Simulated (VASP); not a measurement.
# SnBi3O (Pm-3m) in VASP: notebook, part 2 of 2

VASP 6.6.1.

**4. Single point, PBE**

This run uses another cell than the first one, of 25.83 Å³/atom.

INCAR reads:

```
SYSTEM = SnBi3O
PREC = Accurate ; ENCUT = 520
EDIFF = 1E-6 ; ISMEAR = 0
SIGMA = 0.1 ; LREAL = .False.
LASPH = .True. ; NELM = 80
ALGO = Fast ; ISIF = 2
LWAVE = .False. ; LCHARG = .False.
GGA = PE ; NBANDS = 40
```

KPOINTS reads:

```
Automatic mesh
0
Gamma
  8 8 8
  0 0 0
```

POSCAR reads:

```
SnBi3O
1.0
    5.0548716812      0.0000000000      0.0000000000
    0.0000000000      5.0548716812      0.0000000000
    0.0000000000      0.0000000000      5.0548716812
Sn Bi O
1 3 1
Direct
    0.0000000000      0.0000000000      0.0000000000
    0.5000000000      0.5000000000      0.0000000000
    0.0000000000      0.5000000000      0.5000000000
    0.5000000000      0.0000000000      0.5000000000
    0.5000000000      0.5000000000      0.5000000000
```

Potentials or basis: VASP PAW PBE potentials, release 64 (Sn_d, Bi_d, O).

Run with:

```console
cat potpaw_PBE.64/Sn_d/POTCAR potpaw_PBE.64/Bi_d/POTCAR potpaw_PBE.64/O/POTCAR > POTCAR
mpirun -np 1 vasp_std > vasp.out
```

OUTCAR:

```text
SYSTEM = SnBi3O
   PREC = Accurate
   ENCUT = 520
   EDIFF = 1E-6
   ISMEAR = 0
   LREAL = .False.
   LASPH = .True.
   NELM = 80
   ISIF = 2
   GGA = PE

 ion  position               nearest neighbor table
   1  0.000  0.000  0.000-   2 3.57   3 3.57   4 3.57   3 3.57   4 3.57   2 3.57   3 3.57   3 3.57
                             2 3.57   4 3.57   4 3.57   2 3.57
   2  0.500  0.500  0.000-   5 2.53   5 2.53   4 3.57   1 3.57   3 3.57   4 3.57   3 3.57   1 3.57
                             4 3.57   4 3.57   1 3.57   3 3.57   3 3.57   1 3.57
   3  0.000  0.500  0.500-   5 2.53   5 2.53   4 3.57   1 3.57   1 3.57   2 3.57   1 3.57   4 3.57
                             1 3.57   2 3.57   4 3.57   2 3.57   2 3.57   4 3.57
   4  0.500  0.000  0.500-   5 2.53   5 2.53   3 3.57   1 3.57   1 3.57   2 3.57   2 3.57   3 3.57
                             2 3.57   2 3.57   1 3.57   3 3.57   1 3.57   3 3.57
   5  0.500  0.500  0.500-   2 2.53   3 2.53   4 2.53   2 2.53   4 2.53   3 2.53

  LATTYP: Found a simple cubic cell.
 ALAT       =     5.0548716812

  Lattice vectors:

 A1 = (   5.0548716812,   0.0000000000,   0.0000000000)
 A2 = (   0.0000000000,   5.0548716812,   0.0000000000)
 A3 = (   0.0000000000,   0.0000000000,   5.0548716812)

Analysis of symmetry for initial positions (statically):
=====================================================================
 Subroutine PRICEL returns:
 Original cell was already a primitive cell.

 Routine SETGRP: Setting up the symmetry group for a
 simple cubic supercell.

 Subroutine GETGRP returns: Found 48 space group operations
 (whereof 48 operations were pure point group operations)
 out of a pool of 48 trial point group operations.

The static configuration has the point symmetry O_h .

Analysis of symmetry for dynamics (positions and initial velocities):
=====================================================================
 Subroutine PRICEL returns:
 Original cell was already a primitive cell.

 Routine SETGRP: Setting up the symmetry group for a
 simple cubic supercell.

 Subroutine GETGRP returns: Found 48 space group operations
 (whereof 48 operations were pure point group operations)
 out of a pool of 48 trial point group operations.

The dynamic configuration has the point symmetry O_h .

 Subroutine INISYM returns: Found 48 space group operations
 (whereof 48 operations are pure point group operations),
 and found     1 'primitive' translations

----------------------------------------------------------------------------------------

                                     Primitive cell

  volume of cell :     129.1607

  direct lattice vectors                    reciprocal lattice vectors
     5.054871681  0.000000000  0.000000000     0.197828958  0.000000000  0.000000000
     0.000000000  5.054871681  0.000000000     0.000000000  0.197828958  0.000000000
     0.000000000  0.000000000  5.054871681     0.000000000  0.000000000  0.197828958

  length of vectors
     5.054871681  5.054871681  5.054871681     0.197828958  0.197828958  0.197828958

  position of ions in fractional coordinates (direct lattice)
     0.000000000  0.000000000  0.000000000
     0.500000000  0.500000000  0.000000000
[... 37 lines left out ...]

 Following reciprocal coordinates:
            Coordinates               Weight
  0.000000  0.000000  0.000000      1.000000
  0.125000  0.000000  0.000000      6.000000
  0.250000  0.000000  0.000000      6.000000
  0.375000  0.000000  0.000000      6.000000
  0.500000  0.000000  0.000000      3.000000
  0.125000  0.125000  0.000000     12.000000
[... 16 lines left out ...]
  0.375000  0.375000  0.125000     24.000000
  0.500000  0.375000  0.125000     24.000000
 [... further k-points ...]
   k-points           NKPTS =     35   k-points in BZ     NKDIM =     35   number of bands    NBANDS=     40
   number of dos      NEDOS =    301   number of ions     NIONS =      5
   total plane-waves  NPLWV =  64000
   dimension x,y,z NGX =    40 NGY =   40 NGZ =   40
   dimension x,y,z NGXF=    80 NGYF=   80 NGZF=   80
   ions per type =               1   3   1
   NGX,Y,Z   is equivalent  to a cutoff of  13.16, 13.16, 13.16 a.u.
   NGXF,Y,Z  is equivalent  to a cutoff of  26.31, 26.31, 26.31 a.u.
 SYSTEM =  SnBi3O
   PREC   = accura    normal or accurate (medium, high low for compatibility)
   ISTART =      0    job   : 0-new  1-cont  2-samecut
   ICHARG =      2    charge: 1-file 2-atom 10-const
   ISPIN  =      1    spin polarized calculation?
   LNONCOLLINEAR =      F non collinear calculations
   LSORBIT =      F    spin-orbit coupling
   LASPH  =      T    aspherical Exc in radial PAW
   ENCUT  =  520.0 eV  38.22 Ry    6.18 a.u.   9.40  9.40  9.40*2*pi/ulx,y,z
   NELM   =     80;   NELMIN=  2; NELMDL= -5     # of ELM steps
   EDIFF  = 0.1E-05   stopping-criterion for ELM
   LREAL  =      F    real-space projection
   EDIFFG = 0.1E-04   stopping-criterion for IOM
   NSW    =      0    number of steps for IOM
   IBRION =     -1    ionic relax: 0-MD 1-quasi-New 2-CG
   NFREE  =      0    steps in history (QN), initial steepest desc. (CG)
   ISIF   =      2    stress and relaxation
   ISYM   =      2    0-nonsym 1-usesym 2-fastsym
   POTIM  = 0.5000    time-step for ionic-motion
   TEBEG  =    0.0;   TEEND  =   0.0 temperature during run
   PSTRESS=    0.0 pullay stress
   NELECT =      65.0000    total number of electrons
   NUPDOWN=      -1.0000    fix difference up-down
   EMIN   =  10.00;   EMAX   =-10.00  energy-range for DOS
   EFERMI =   0.00;   METHOD = LEGACY
   ISMEAR =     0;   SIGMA  =   0.10  broadening in eV -4-tet -1-fermi 0-gaus
   EFERMI_NEDOS =   21; number of points for ismear=-14 and -15
   IALGO  =     68    algorithm
   IMIX   =      4    mixing-type and parameters
     AMIX     =   0.40;   BMIX     =  1.00
     AMIX_MAG =   1.60;   BMIX_MAG =  1.00
  volume/ion in A,a.u.               =      25.83       174.32
  Fermi-wavevector in a.u.,A,eV,Ry     =   1.302174  2.460753 23.070829  1.695658
  Thomas-Fermi vector in A             =   2.433260
   LORBIT       =      0    0 simple, 1 ext, 2 COOP (PROOUT), +10 PAW based schemes
   GGA     = PE    functional components
   LHFCALC =     F    Hartree Fock is set to
   AEXX    =    0.0000 exact exchange contribution
   IVDW    =     0    specifies the selected vdW correction
   LEPSILON=     F    determine dielectric tensor
   LRPA    =     F    only Hartree local field effects (RPA)
 non-spin polarized calculation
 RMM-DIIS sequential band-by-band and
 Gauss-broadening in eV      SIGMA  =   0.10
  energy-cutoff  :      520.00
  volume of cell :      129.16
 maximum number of plane-waves:      3514
 NGX is ok and might be reduce to    40
   NGX = 19   NGY = 19   NGZ = 19

 number of electron      65.0000054 magnetization

 Free energy of the ion-electron system (eV)
  ---------------------------------------------------
  ext. energy  EPLUGINS =         0.00000000
  ---------------------------------------------------
  free energy    TOTEN  =       -21.00435134 eV

  energy without entropy =      -20.98016335  energy(sigma->0) =      -20.99225735

 E-fermi :   7.5493     XC(G=0): -10.3258

 val. band max:        7.5335099247   @ k =   0.3750   0.2500   0.1250
 cond. band min:       7.5512039360   @ k =   0.3750   0.3750   0.2500
 fundamental gap:      0.0176940113
 Fermi energy:         7.5492778887

 k-point     1 :       0.0000    0.0000    0.0000
  band No.  band energies     occupation
      1     -15.7277      2.00000
      2     -15.5569      2.00000
      3     -15.5569      2.00000
      4     -15.5569      2.00000
      5     -15.4439      2.00000
      6     -15.4439      2.00000
[... 1021 lines left out ...]
     39      11.4817      0.00000
     40      11.6583      0.00000

 [... further k-points ...]

------------------------ aborting loop because EDIFF is reached ----------------------------------------

  FORCE on cell =-STRESS in cart. coord.  units (eV):
  Direction    XX          YY          ZZ          XY          YZ          ZX
  --------------------------------------------------------------------------------------
  -------------------------------------------------------------------------------------
  Total       -0.0373326     -0.0373326     -0.0373326      0.0000000      0.0000000      0.0000000
  in kB       -0.4630927     -0.4630927     -0.4630927      0.0000000      0.0000000      0.0000000
  external PRESSURE =      -0.4630927 kB  Pullay stress =       0.0000000 kB

 VOLUME and BASIS-vectors are now :
 -----------------------------------------------------------------------------
  energy-cutoff  :      520.00
  volume of cell :      129.16
      direct lattice vectors                 reciprocal lattice vectors
     5.054871681  0.000000000  0.000000000     0.197828958  0.000000000  0.000000000
     0.000000000  5.054871681  0.000000000     0.000000000  0.197828958  0.000000000
     0.000000000  0.000000000  5.054871681     0.000000000  0.000000000  0.197828958

 POSITION                                       TOTAL-FORCE (eV/Angst)
 -----------------------------------------------------------------------------------
      0.00000      0.00000      0.00000         0.000000      0.000000      0.000000
      2.52744      2.52744      0.00000         0.000000      0.000000      0.000000
      0.00000      2.52744      2.52744         0.000000      0.000000      0.000000
      2.52744      0.00000      2.52744         0.000000      0.000000      0.000000
      2.52744      2.52744      2.52744         0.000000      0.000000      0.000000
 -----------------------------------------------------------------------------------
    total drift:                               -0.000000     -0.000000     -0.000000

  FREE ENERGIE OF THE ION-ELECTRON SYSTEM (eV)
  ---------------------------------------------------
  free  energy   TOTEN  =       -21.0043513370 eV

  energy  without entropy=      -20.9801633537  energy(sigma->0) =      -20.99225735
```

Wall time 6.7 min (1 thread of Oxide Virtual Turin-like, shared host); peak memory 0.31 GiB.

Results:

* Free energy: -21.0044 eV
* Pressure: 0.0 GPa
* Band gap on the k mesh: zero (an odd number of electrons rules out a gap without spin polarisation)

Caveat: spin-orbit coupling is left out, which moves the levels of the heavy elements.

**5. Relaxation of cell and atoms, PBE**

This run uses another cell than the first one, of 28.23 Å³/atom.

INCAR reads:

```
SYSTEM = SnBi3O
ALGO = Fast
EDIFF = 1E-6
EDIFFG = -0.04
ENCUT = 600
GGA = PE
IBRION = 2
ISIF = 3
ISMEAR = 0
LASPH = .True.
LCHARG = .False.
LREAL = .False.
LWAVE = .False.
NELM = 80
NSW = 90
PREC = Accurate
SIGMA = 0.1
```

KPOINTS reads:

```
k-points
0
Gamma
  4 4 4
  0 0 0
```

Changes to POSCAR since step 4:

```diff
@@ -2,5 +2,5 @@
 1.0
-    5.0548716812      0.0000000000      0.0000000000
-    0.0000000000      5.0548716812      0.0000000000
-    0.0000000000      0.0000000000      5.0548716812
+    5.2063695500      0.0000000000      0.0000000000
+    0.0000000000      5.2063695500      0.0000000000
+    0.0000000000      0.0000000000      5.2063695500
 Sn Bi O
```

Run with:

```console
cat potpaw_PBE.64/Sn_d/POTCAR potpaw_PBE.64/Bi_d/POTCAR potpaw_PBE.64/O/POTCAR > POTCAR
mpirun -np 1 vasp_std > vasp.out
```

It took 7.3 min on 1 thread of Oxide Virtual Turin-like, shared host; peak memory 0.26 GiB.

The run converged. Its results:

```
Free energy                           : -21.0539 eV
Relaxed volume                        : 25.84 Å³/atom
Relaxed cell                          : a = 5.055 Å, b = 5.055 Å, c = 5.055 Å, α = 90.00°, β = 90.00°, γ = 90.00°
Space group after relaxing (to 0.1 Å) : Pm-3m (No. 221)
Energy gained by relaxing             : 36.3 meV/atom
Ionic steps                           : 3
Pressure after relaxing               : 0.0 GPa
Band gap on the k mesh                : zero (an odd number of electrons rules out a gap without spin polarisation)
```

Step by step:
| step | energy change (eV) | largest force (eV/Å) | pressure (GPa) | volume (Å³) |
| --- | --- | --- | --- | --- |
| 1 | 0.0000 | 0.0000 | -4.47 | 141.13 |
| 2 | -0.1611 | 0.0000 | 1.86 | 125.65 |
| 3 | -0.1813 | 0.0000 | 0.01 | 129.18 |

Final structure:
```yaml
crystal:
  lattice:
    - [5.05516, 0.00000, 0.00000]
    - [0.00000, 5.05516, 0.00000]
    - [0.00000, 0.00000, 5.05516]
  atoms:
    - { symbol: Sn, position: [0.00000, 0.00000, 0.00000] }
    - { symbol: Bi, position: [0.50000, 0.50000, 0.00000] }
    - { symbol: Bi, position: [0.00000, 0.50000, 0.50000] }
    - { symbol: Bi, position: [0.50000, 0.00000, 0.50000] }
    - { symbol: O, position: [0.50000, 0.50000, 0.50000] }
```

Levels at points of the mesh, in eV from the Fermi level:
| k point | band 30 | band 31 | band 32 | band 33 | band 34 | band 35 |
| --- | --- | --- | --- | --- | --- | --- |
| (0.00, 0.00, 0.00) | -2.22 | -2.22 | 0.36 | 0.36 | 0.36 | 3.19 |
| (0.50, 0.00, 0.00) | -2.25 | -1.06 | -0.57 | -0.57 | 0.41 | 0.77 |
| (0.50, 0.50, 0.00) | -2.30 | -1.90 | -1.12 | -1.12 | -0.58 | -0.11 |
| (0.50, 0.50, 0.50) | -2.82 | -2.82 | -2.07 | 2.79 | 2.79 | 3.22 |

Caveat: spin-orbit coupling is left out, which moves the levels of the heavy elements.

**6. Relaxation of cell and atoms, PBE**

INCAR reads:

```
  PREC = Accurate
  ENCUT = 600
  EDIFF = 1E-6
  ISMEAR = 0
  SIGMA = 0.1
  LREAL = False
  LASPH = True
  NELM = 100
  ALGO = Fast
  ISIF = 3
  LWAVE = False
  LCHARG = False
  GGA = PE
  IBRION = 2
  NSW = 100
  EDIFFG = -0.01
```

KPOINTS reads:

```
Automatic mesh
0
Gamma
  8 8 8
```

Changes to POSCAR since step 5:

```diff
@@ -2,5 +2,5 @@
 1.0
-    5.2063695500      0.0000000000      0.0000000000
-    0.0000000000      5.2063695500      0.0000000000
-    0.0000000000      0.0000000000      5.2063695500
+    5.0592414185      0.0000000000      0.0000000000
+    0.0000000000      5.0592414185      0.0000000000
+    0.0000000000      0.0000000000      5.0592414185
 Sn Bi O
```

Potentials or basis: VASP PAW PBE potentials, release 64 (Sn_d, Bi_d, O).

Run with:

```console
cat potpaw_PBE.64/Sn_d/POTCAR potpaw_PBE.64/Bi_d/POTCAR potpaw_PBE.64/O/POTCAR > POTCAR
mpirun -np 1 vasp_std > vasp.out
```

Run time: 12 min. Hardware: 1 thread of Oxide Virtual Turin-like, shared host; peak memory 0.35 GiB.

It converged, with:

```
Free energy                           : -21.0063 eV
Relaxed volume                        : 25.82 Å³/atom
Relaxed cell                          : a = 5.054 Å, b = 5.054 Å, c = 5.054 Å, α = 90.00°, β = 90.00°, γ = 90.00°
Space group after relaxing (to 0.1 Å) : Pm-3m (No. 221)
Energy gained by relaxing             : 0.0 meV/atom
Ionic steps                           : 3
Pressure after relaxing               : 0.0 GPa
Band gap on the k mesh                : zero (an odd number of electrons rules out a gap without spin polarisation)
```

The path:
| step | energy change (eV) | largest force (eV/Å) | pressure (GPa) | volume (Å³) |
| --- | --- | --- | --- | --- |
| 1 | 0.0000 | 0.0000 | -0.18 | 129.50 |
| 2 | -0.0002 | 0.0000 | 0.08 | 128.95 |
| 3 | -0.0002 | 0.0000 | 0.01 | 129.12 |

Final structure:
```xyz
5
Lattice="5.0543 0.0000 0.0000 0.0000 5.0543 0.0000 0.0000 0.0000 5.0543" Properties=species:S:1:pos:R:3 pbc="T T T"
Sn    0.0000    0.0000    0.0000
Bi    2.5271    2.5271    0.0000
Bi    0.0000    2.5271    2.5271
Bi    2.5271    0.0000    2.5271
O     2.5271    2.5271    2.5271
```

Levels at points of the mesh, in eV from the Fermi level:
| k point | band 30 | band 31 | band 32 | band 33 | band 34 | band 35 | band 36 | band 37 |
| --- | --- | --- | --- | --- | --- | --- | --- | --- |
| (0.00, 0.00, 0.00) | -2.04 | -2.04 | 0.54 | 0.54 | 0.54 | 3.39 | 3.39 | 3.39 |
| (0.50, 0.00, 0.00) | -2.05 | -0.88 | -0.40 | -0.40 | 0.63 | 0.96 | 1.06 | 2.77 |
| (0.50, 0.50, 0.00) | -2.10 | -1.70 | -0.94 | -0.94 | -0.42 | 0.12 | 2.83 | 3.14 |
| (0.50, 0.50, 0.50) | -2.68 | -2.68 | -1.92 | 2.94 | 2.94 | 3.39 | 3.39 | 3.39 |

Caveat: spin-orbit coupling is left out, which moves the levels of the heavy elements.

**7. Overview**

```tsv
task	cell	k mesh	cutoff (eV)	gap on the mesh (eV)	pressure (GPa)	relaxed volume (Å³/atom)
single point	a = 5.059 Å, 5 atoms	4 × 4 × 4	520	none	-0.2	-
single point	a = 5.206 Å, 5 atoms	4 × 4 × 4	520	none	-4.5	-
single point	a = 5.055 Å, 5 atoms	8 × 8 × 8	520	none	0.0	-
relaxation of cell and atoms	relaxed from a = 5.206 Å, 5 atoms	4 × 4 × 4	600	none	0.0	25.84
relaxation of cell and atoms	relaxed from a = 5.059 Å, 5 atoms	8 × 8 × 8	600	none	0.0	25.82
```

Alike in all rows: level PBE; potentials or basis VASP PAW PBE potentials, release 64 (Sn_d, Bi_d, O); no spin polarisation; smearing gaussian 0.1 eV.

Caveats: spin-orbit coupling is left out, which moves the levels of the heavy elements; the cell stands under tension (at least some runs).

Total energies depend on the potentials used, so only differences within one code and one set of settings carry meaning.

The gap in the log of VASP goes by the Fermi energy; the results here count the filled bands.